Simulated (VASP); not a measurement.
# NaMg2Si2 (P-3m1) in VASP: notebook, part 2 of 3

VASP 6.6.1. Earlier steps stand in the parts before.

## (3) Single point, PBE

This run uses another cell than the first one, of 22.10 Å³/atom.

Contents of INCAR:

```
SYSTEM = NaMg2Si2
PREC     = Accurate       ! precision mode
ENCUT    = 520            ! plane-wave cutoff, eV
EDIFF    = 1E-7           ! SCF threshold, eV
ISMEAR   = 0              ! smearing method
SIGMA    = 0.1            ! smearing width, eV
LREAL    = .False.        ! projectors in reciprocal space
LASPH    = .True.         ! aspherical terms in the spheres
NELM     = 60             ! most SCF steps
ALGO     = Normal         ! electronic algorithm
ISIF     = 2              ! what is computed and relaxed
LWAVE    = .False.        ! write WAVECAR
LCHARG   = .False.        ! write CHGCAR
GGA      = PE             ! functional
NBANDS   = 18             ! bands
```

Contents of KPOINTS:

```
regular mesh
0
Gamma
  6 6 4
  0 0 0
```

Contents of POSCAR:

```
NaMg2Si2
1.0
    4.7188676158      0.0000000000      0.0000000000
   -2.3594338079      4.0866592324      0.0000000000
    0.0000000000      0.0000000000      5.7296993940
Na Mg Si
1 2 2
Direct
    0.0000000000      0.0000000000      0.0000000000
    0.3333333333      0.6666666667      0.6829223801
    0.6666666667      0.3333333333      0.3170776199
    0.6666666667      0.3333333333      0.7917247107
    0.3333333333      0.6666666667      0.2082752893
```

Potentials or basis: VASP PAW PBE potentials, release 64 (Na_pv, Mg, Si).

Run with:

```sh
cat potpaw_PBE.64/Na_pv/POTCAR potpaw_PBE.64/Mg/POTCAR potpaw_PBE.64/Si/POTCAR > POTCAR
mpirun -np 1 vasp_std > vasp.out
```

OUTCAR:

```text
SYSTEM = NaMg2Si2
   PREC = Accurate
   ENCUT = 520
   EDIFF = 1E-7
   ISMEAR = 0
   LREAL = .False.
   LASPH = .True.
   NELM = 60
   ISIF = 2
   GGA = PE

 ion  position               nearest neighbor table
   1  0.000  0.000  0.000-
   2  0.333  0.667  0.683-   5 2.72   4 2.79   4 2.79   4 2.79   5 3.01   3 3.44   3 3.44   3 3.44

   3  0.667  0.333  0.317-   4 2.72   5 2.79   5 2.79   5 2.79   4 3.01   2 3.44   2 3.44   2 3.44

   4  0.667  0.333  0.792-   3 2.72   2 2.79   2 2.79   2 2.79   3 3.01
   5  0.333  0.667  0.208-   2 2.72   3 2.79   3 2.79   3 2.79   2 3.01

  LATTYP: Found a hexagonal cell.
 ALAT       =     4.7188676158
 C/A-ratio  =     1.2142106667

  Lattice vectors:

 A1 = (   4.7188676158,   0.0000000000,   0.0000000000)
 A2 = (  -2.3594338079,   4.0866592324,   0.0000000000)
 A3 = (   0.0000000000,   0.0000000000,   5.7296993940)

Analysis of symmetry for initial positions (statically):
=====================================================================
 Subroutine PRICEL returns:
 Original cell was already a primitive cell.

[... 178 lines left out ...]
 cond. band min:       3.2914624259   @ k =   0.1667  -0.0000   0.5000
 fundamental gap:      0.0895967869
 Fermi energy:         3.2600472449

 k-point     1 :       0.0000    0.0000    0.0000
  band No.  band energies     occupation
      1     -20.6001      2.00000
      2     -20.5869      2.00000
      3     -20.5869      2.00000
      4      -5.7283      2.00000
      5      -2.9558      2.00000
      6      -0.1284      2.00000
[... 481 lines left out ...]
      5      -3.8263      2.00000
      6      -0.6169      2.00000
[... 10 lines left out ...]
     17       8.4011      0.00000
     18       9.4960      0.00000

------------------------ aborting loop because EDIFF is reached ----------------------------------------

  FORCE on cell =-STRESS in cart. coord.  units (eV):
  Direction    XX          YY          ZZ          XY          YZ          ZX
  --------------------------------------------------------------------------------------
  -------------------------------------------------------------------------------------
  Total        0.0797747      0.0797747     -0.1589575      0.0000000      0.0000000      0.0000000
  in kB        1.1567446      1.1567446     -2.3049078      0.0000000      0.0000000      0.0000000
  external PRESSURE =       0.0028605 kB  Pullay stress =       0.0000000 kB

 VOLUME and BASIS-vectors are now :
 -----------------------------------------------------------------------------
  energy-cutoff  :      520.00
  volume of cell :      110.49
      direct lattice vectors                 reciprocal lattice vectors
     4.718867616  0.000000000  0.000000000     0.211915248  0.122349325  0.000000000
    -2.359433808  4.086659232  0.000000000     0.000000000  0.244698651  0.000000000
     0.000000000  0.000000000  5.729699394     0.000000000  0.000000000  0.174529226

 POSITION                                       TOTAL-FORCE (eV/Angst)
 -----------------------------------------------------------------------------------
      0.00000      0.00000      0.00000        -0.000000      0.000000      0.000000
     -0.00000      2.72444      3.91294         0.000000      0.000000     -0.013362
      2.35943      1.36222      1.81676        -0.000000     -0.000000      0.013362
      2.35943      1.36222      4.53634        -0.000000      0.000000     -0.028388
     -0.00000      2.72444      1.19335         0.000000      0.000000      0.028388
 -----------------------------------------------------------------------------------
    total drift:                                0.000000      0.000000     -0.000000

  FREE ENERGIE OF THE ION-ELECTRON SYSTEM (eV)
  ---------------------------------------------------
  free  energy   TOTEN  =       -14.1607134488 eV

  energy  without entropy=      -14.1483454425  energy(sigma->0) =      -14.15452945
```

OSZICAR:

```text
N       E                     dE             d eps       ncg     rms          rms(c)
DAV:   1     0.734179020177E+02    0.73418E+02   -0.76780E+03   864   0.858E+02
DAV:   2    -0.983776606159E+01   -0.83256E+02   -0.79987E+02   972   0.193E+02
DAV:   3    -0.144078924301E+02   -0.45701E+01   -0.44888E+01  1090   0.455E+01
DAV:   4    -0.144977899364E+02   -0.89898E-01   -0.89572E-01  1084   0.620E+00
DAV:   5    -0.145000861861E+02   -0.22962E-02   -0.22957E-02  1134   0.106E+00    0.306E+00
DAV:   6    -0.142256343408E+02    0.27445E+00   -0.31582E-01   946   0.213E+00    0.180E+00
DAV:   7    -0.141624253426E+02    0.63209E-01   -0.23496E-01  1086   0.187E+00    0.610E-01
DAV:   8    -0.141606969360E+02    0.17284E-02   -0.16221E-02   952   0.638E-01    0.125E-01
DAV:   9    -0.141606726878E+02    0.24248E-04   -0.13477E-03  1094   0.181E-01    0.791E-02
DAV:  10    -0.141607256933E+02   -0.53006E-04   -0.37809E-04   978   0.750E-02    0.224E-02
DAV:  11    -0.141607160058E+02    0.96875E-05   -0.30007E-05  1106   0.252E-02    0.122E-02
DAV:  12    -0.141607138887E+02    0.21171E-05   -0.16636E-05   962   0.139E-02    0.405E-03
DAV:  13    -0.141607137456E+02    0.14309E-06   -0.78725E-07  1206   0.443E-03    0.171E-03
DAV:  14    -0.141607135174E+02    0.22817E-06   -0.13669E-07   738   0.159E-03    0.618E-04
DAV:  15    -0.141607134488E+02    0.68592E-07   -0.56844E-08   510   0.120E-03
   1 F= -.14160713E+02 E0= -.14154529E+02  d E =-.123680E-01
```

stdout:

```text
POSCAR found type information on POSCAR NaMgSi
 POSCAR found :  3 types and       5 ions
 scaLAPACK will be used
 LDA part: xc-table for (Slater+PW92), standard interpolation
 POSCAR, INCAR and KPOINTS ok, starting setup
 FFT: planning ... GRIDC
 FFT: planning ... GRID_SOFT
 FFT: planning ... GRID
 WAVECAR not read
 entering main loop
```

Wall time 25 s (1 thread of Intel Xeon 6975P-C (Granite Rapids), shared host); peak memory 0.26 GiB.

What came out:

| Property | Result |
| --- | --- |
| Free energy | -14.1607 eV |
| Pressure | 0.0 GPa |
| Largest force | 0.028 eV/Å |
| Band gap on the k mesh | zero (an odd number of electrons rules out a gap without spin polarisation) |

Forces in eV/Å, atoms in the order of the input:
```
Na   0.000  0.000  0.000
Mg   0.000  0.000 -0.013
Mg   0.000  0.000  0.013
Si   0.000  0.000 -0.028
Si   0.000  0.000  0.028
```

Stress tensor (GPa, compression positive):
```
 0.12  0.00  0.00
 0.00  0.12  0.00
 0.00  0.00 -0.23
```

Levels at points of the mesh, in eV from the Fermi level:
| k point | band 5 | band 6 | band 7 | band 8 | band 9 | band 10 | band 11 | band 12 | band 13 | band 14 |
| --- | --- | --- | --- | --- | --- | --- | --- | --- | --- | --- |
| (0.00, 0.00, 0.00) | -6.22 | -3.39 | -1.15 | -1.15 | 0.26 | 0.53 | 0.53 | 2.02 | 3.04 | 3.51 |
| (0.50, 0.00, 0.00) | -6.93 | -3.16 | -2.24 | -2.03 | -1.65 | -1.01 | 0.60 | 0.91 | 3.88 | 3.97 |
| (0.00, 0.00, 0.50) | -7.65 | -1.21 | -1.04 | -0.64 | -0.64 | -0.09 | -0.09 | 2.52 | 3.13 | 3.13 |
| (0.50, 0.00, 0.50) | -7.07 | -4.13 | -3.81 | -1.38 | -0.81 | 0.04 | 0.26 | 3.04 | 3.15 | 4.33 |

## (4) Relaxation of cell and atoms, PBE

Contents of INCAR:

```
PREC = Accurate ; ENCUT = 600
EDIFF = 1E-6 ; ISMEAR = 0
SIGMA = 0.1 ; LREAL = F
LASPH = T ; NELM = 80
ALGO = Fast ; ISIF = 3
LWAVE = F ; LCHARG = F
GGA = PE ; IBRION = 2
NSW = 90 ; EDIFFG = -0.04
```

Contents of KPOINTS:

```
regular mesh
0
Gamma
  6 6 4
```

Contents of POSCAR:

```
NaMg2Si2
1.0
    3.7212250200      0.0000000000      0.0000000000
   -1.8606125100      3.2226754000      0.0000000000
    0.0000000000      0.0000000000      6.6506869700
Na Mg Si
1 2 2
Direct
    0.0000000000      0.0000000000      0.0000000000
    0.3333333300      0.6666666700      0.6166499900
    0.6666666700      0.3333333300      0.3833500100
    0.6666666700      0.3333333300      0.7180050000
    0.3333333300      0.6666666700      0.2819950000
```

Potentials or basis: VASP PAW PBE potentials, release 64 (Na_pv, Mg, Si).

Run with:

```sh
cat potpaw_PBE.64/Na_pv/POTCAR potpaw_PBE.64/Mg/POTCAR potpaw_PBE.64/Si/POTCAR > POTCAR
mpirun -np 1 vasp_std > vasp.out
```

OUTCAR:

```text
PREC = Accurate
   ENCUT = 600
   EDIFF = 1E-6
   ISMEAR = 0
   LREAL = F
   LASPH = T
   NELM = 80
   ISIF = 3
   GGA = PE
   IBRION = 2
   NSW = 90
   EDIFFG = -0.04

 ion  position               nearest neighbor table
   1  0.000  0.000  0.000-   4 2.85   5 2.85   5 2.85   4 2.85   4 2.85   5 2.85
   2  0.333  0.667  0.617-   5 2.23   4 2.25   4 2.25   4 2.25   3 2.65   3 2.65   3 2.65
   3  0.667  0.333  0.383-   4 2.23   5 2.25   5 2.25   5 2.25   2 2.65   2 2.65   2 2.65
   4  0.667  0.333  0.718-   3 2.23   2 2.25   2 2.25   2 2.25   1 2.85   1 2.85   1 2.85
   5  0.333  0.667  0.282-   2 2.23   3 2.25   3 2.25   3 2.25   1 2.85   1 2.85   1 2.85

  LATTYP: Found a hexagonal cell.
 ALAT       =     3.7212250200
 C/A-ratio  =     1.7872305314

  Lattice vectors:

 A1 = (   3.7212250200,   0.0000000000,   0.0000000000)
 A2 = (  -1.8606125100,   3.2226754000,   0.0000000000)
 A3 = (   0.0000000000,   0.0000000000,   6.6506869700)

Analysis of symmetry for initial positions (statically):
=====================================================================
 Subroutine PRICEL returns:
 Original cell was already a primitive cell.

 Routine SETGRP: Setting up the symmetry group for a
 hexagonal supercell.

 Subroutine GETGRP returns: Found 12 space group operations
 (whereof 12 operations were pure point group operations)
 out of a pool of 24 trial point group operations.

The static configuration has the point symmetry D_3d.

[... 178 lines left out ...]
  band No.  band energies     occupation
      1     -18.1473      2.00000
      2     -18.1204      2.00000
      3     -18.1204      2.00000
      4      -5.3844      2.00000
      5      -3.0057      2.00000
      6       0.6485      2.00000
      7       5.6886      0.00000
      8       5.6886      0.00000
      9       5.8493      0.00000
     10       6.6936      0.00000
     11       6.6936      0.00000
     12       9.7422      0.00000
     13      10.5561      0.00000
[... 476 lines left out ...]
  FREE ENERGIE OF THE ION-ELECTRON SYSTEM (eV)
  ---------------------------------------------------
  free  energy   TOTEN  =       -13.5152499422 eV

  energy  without entropy=      -13.4978390715  energy(sigma->0) =      -13.50654451

[... ionic steps 4 to 39 ...]

--------------------------------------- Ionic step       40  -------------------------------------------

 number of electron      18.9999994 magnetization

------------------------ aborting loop because EDIFF is reached ----------------------------------------
[... 73 lines left out ...]
--------------------------------------- Ionic step       42  -------------------------------------------

 number of electron      18.9999997 magnetization

 Free energy of the ion-electron system (eV)
  ---------------------------------------------------
  ext. energy  EPLUGINS =         0.00000000
  ---------------------------------------------------
  free energy    TOTEN  =       -14.15477508 eV

  energy without entropy =      -14.14290148  energy(sigma->0) =      -14.14883828

 E-fermi :   3.2396     XC(G=0):  -8.6817

 val. band max:        3.1765040748   @ k =   0.5000   0.0000   0.2500
 cond. band min:       3.2763188171   @ k =   0.3333   0.0000   0.2500
 fundamental gap:      0.0998147423
 Fermi energy:         3.2395995162

 k-point     1 :       0.0000    0.0000    0.0000
  band No.  band energies     occupation
      1     -20.6284      2.00000
      2     -20.6143      2.00000
      3     -20.6143      2.00000
      4      -5.7319      2.00000
      5      -2.9706      2.00000
      6      -0.1296      2.00000
      7       2.0799      2.00000
      8       2.0799      2.00000
      9       3.5193      0.00008
     10       3.7630      0.00000
     11       3.7631      0.00000
     12       5.1998      0.00000
     13       6.2696      0.00000
[... 398 lines left out ...]
  FREE ENERGIE OF THE ION-ELECTRON SYSTEM (eV)
  ---------------------------------------------------
  free  energy   TOTEN  =       -14.1547750837 eV

  energy  without entropy=      -14.1429014754  energy(sigma->0) =      -14.14883828

 reached required accuracy - stopping structural energy minimisation
```

OSZICAR:

```text
N       E                     dE             d eps       ncg     rms          rms(c)
DAV:   1     0.983918255570E+02    0.98392E+02   -0.90024E+03   624   0.141E+03
DAV:   2    -0.208960501058E+01   -0.10048E+03   -0.97852E+02   624   0.285E+02
DAV:   3    -0.882912187878E+01   -0.67395E+01   -0.65414E+01   817   0.680E+01
[... 397 lines left out ...]
RMM:   3    -0.141547673453E+02    0.15186E-03   -0.45240E-04   656   0.194E-01    0.137E-02
RMM:   4    -0.141547758482E+02   -0.85029E-05   -0.12139E-04   812   0.993E-02    0.825E-03
RMM:   5    -0.141547761429E+02   -0.29466E-06   -0.14481E-05   682   0.359E-02    0.758E-03
RMM:   6    -0.141547751051E+02    0.10378E-05   -0.29966E-06   442   0.150E-02    0.230E-03
RMM:   7    -0.141547750837E+02    0.21406E-07   -0.46777E-07   384   0.741E-03
  42 F= -.14154775E+02 E0= -.14148838E+02  d E =-.110731E-02
```

CONTCAR:

```text
NaMg2Si2
   1.00000000000000
     4.7296380715945103    0.0000000000000001    0.0000000000000000
    -2.3648190357972552    4.0959867197207922    0.0000000000000003
    -0.0000000000000002    0.0000000000000001    5.7195099614771268
  Na              Mg              Si
     1     2     2
Direct
     0.0000000000000000    0.0000000000000000    0.0000000000000000
     0.3333333300000021    0.6666666699999979    0.6842851262521261
     0.6666666699999979    0.3333333300000021    0.3157148737478738
     0.6666666699999979    0.3333333300000021    0.7895349848878448
     0.3333333300000021    0.6666666699999979    0.2104650151121554

  0.00000000E+00  0.00000000E+00  0.00000000E+00
  0.00000000E+00  0.00000000E+00  0.00000000E+00
  0.00000000E+00  0.00000000E+00  0.00000000E+00
  0.00000000E+00  0.00000000E+00  0.00000000E+00
  0.00000000E+00  0.00000000E+00  0.00000000E+00
```

Wall time 7.5 min (1 thread of Intel Xeon 6975P-C (Granite Rapids), shared host); peak memory 0.24 GiB.

What came out:

```
Free energy                           : -14.1548 eV
Relaxed volume                        : 22.16 Å³/atom
Relaxed cell                          : a = 4.730 Å, b = 4.730 Å, c = 5.720 Å, α = 90.00°, β = 90.00°, γ = 120.00°
Space group after relaxing (to 0.1 Å) : P-3m1 (No. 164)
Energy gained by relaxing             : 1174.5 meV/atom
Ionic steps                           : 42
Pressure after relaxing               : -0.1 GPa
Largest force after relaxing          : 0.013 eV/Å
Band gap on the k mesh                : zero (an odd number of electrons rules out a gap without spin polarisation)
```

Forces in eV/Å, atoms in the order of the input:
```
Na   0.000  0.000  0.000
Mg   0.000  0.000  0.006
Mg   0.000  0.000 -0.006
Si   0.000  0.000  0.013
Si   0.000  0.000 -0.013
```

The path:
```
step  energy change (eV)  largest force (eV/Å)  pressure (GPa)  volume (Å³)
   1              0.0000                5.1635           46.94        79.76
   3             -5.2331                0.0969            0.89       122.25
   5             -5.2373                0.1309            0.26       124.02
   7             -5.3105                0.2822           -0.27       125.46
   9             -5.3336                0.3609           -0.12       124.74
  11             -5.4728                0.6454            1.86       115.54
  13             -5.4311                1.1994            3.15       111.13
  15             -5.4436                1.2165            3.14       110.86
  17             -5.4982                1.2904            3.09       109.58
  19             -5.5668                0.9913            4.27       103.77
  21             -5.5906                1.1709            3.77       104.96
  23             -5.7488                0.5899            1.56       108.67
  25             -5.7935                0.1776           -0.21       112.73
  27             -5.7957                0.1649           -0.05       112.31
  29             -5.8104                0.1740            0.21       111.50
  31             -5.8264                0.2243            1.40       108.20
  33             -5.8320                0.2101            1.01       109.17
  35             -5.8517                0.1578            0.51       110.04
  37             -5.8634                0.0633           -0.21       111.35
  39             -5.8715                0.0674            0.07       110.51
  41             -5.8719                0.0506            0.00       110.61
  42             -5.8726                0.0133           -0.09       110.80
```

Final structure:
```xyz
5
Lattice="4.7296 0.0000 0.0000 -2.3648 4.0960 0.0000 0.0000 0.0000 5.7195" Properties=species:S:1:pos:R:3 pbc="T T T"
Na    0.0000    0.0000    0.0000
Mg    0.0000    2.7307    3.9138
Mg    2.3648    1.3653    1.8057
Si    2.3648    1.3653    4.5158
Si    0.0000    2.7307    1.2038
```

Levels at points of the mesh, in eV from the Fermi level:
| k point | band 5 | band 6 | band 7 | band 8 | band 9 | band 10 | band 11 | band 12 | band 13 |
| --- | --- | --- | --- | --- | --- | --- | --- | --- | --- |
| (0.00, 0.00, 0.00) | -6.21 | -3.37 | -1.16 | -1.16 | 0.28 | 0.52 | 0.52 | 1.96 | 3.03 |
| (0.50, 0.00, 0.00) | -6.93 | -3.15 | -2.22 | -2.03 | -1.65 | -1.00 | 0.60 | 0.90 | 3.89 |
| (0.00, 0.00, 0.50) | -7.66 | -1.20 | -1.05 | -0.63 | -0.63 | -0.11 | -0.11 | 2.53 | 3.25 |
| (0.50, 0.00, 0.50) | -7.08 | -4.12 | -3.82 | -1.36 | -0.84 | 0.04 | 0.25 | 3.04 | 3.16 |

Caveat: the volume moved by over 15 % at a fixed basis, so the end points are rough.

## (5) Single point, PBE

This run uses another cell than the first one, of 22.16 Å³/atom.

Contents of INCAR:

```
SYSTEM = NaMg2Si2
  PREC = Accurate
  ENCUT = 520
  EDIFF = 1E-7
  ISMEAR = 0
  SIGMA = 0.1
  LREAL = .FALSE.
  LASPH = .TRUE.
  NELM = 100
  ALGO = Normal
  ISIF = 2
  LWAVE = .FALSE.
  LCHARG = .FALSE.
  GGA = PE
  NBANDS = 18
```

Contents of KPOINTS:

```
Automatic mesh
0
G
  12 12 8
  0 0 0
```

Contents of POSCAR:

```
NaMg2Si2
1.0
    4.7226417261      0.0000000000      0.0000000000
   -2.3613208631      4.0899277078      0.0000000000
    0.0000000000      0.0000000000      5.7369162480
Na Mg Si
1 2 2
Direct
    0.0000000000      0.0000000000      0.0000000000
    0.3333333333      0.6666666667      0.6820085051
    0.6666666667      0.3333333333      0.3179914949
    0.6666666667      0.3333333333      0.7921775912
    0.3333333333      0.6666666667      0.2078224088
```

Run with:

```sh
cat potpaw_PBE.64/Na_pv/POTCAR potpaw_PBE.64/Mg/POTCAR potpaw_PBE.64/Si/POTCAR > POTCAR
mpirun -np 1 vasp_std > vasp.out
```

Run time: 3.8 min. Hardware: 1 thread of Intel Xeon 6975P-C (Granite Rapids), shared host; peak memory 0.41 GiB.

Results (log left out):

| Quantity | Value |
| --- | --- |
| Free energy | -14.1375 eV |
| Pressure | -0.1 GPa |
| Band gap on the k mesh | zero (an odd number of electrons rules out a gap without spin polarisation) |

Levels at points of the mesh, in eV from the Fermi level:
| k point | band 7 | band 8 | band 9 | band 10 | band 11 | band 12 |
| --- | --- | --- | --- | --- | --- | --- |
| (0.00, 0.00, 0.00) | -1.05 | -1.05 | 0.36 | 0.63 | 0.63 | 2.12 |
| (0.50, 0.00, 0.00) | -2.13 | -1.92 | -1.55 | -0.90 | 0.70 | 1.01 |
| (0.00, 0.00, 0.50) | -0.93 | -0.53 | -0.53 | 0.02 | 0.02 | 2.61 |
| (0.50, 0.00, 0.50) | -3.70 | -1.27 | -0.71 | 0.14 | 0.36 | 3.14 |

(Continued in part 3 of 3.)

The gap in the log of VASP goes by the Fermi energy; the results here count the filled bands.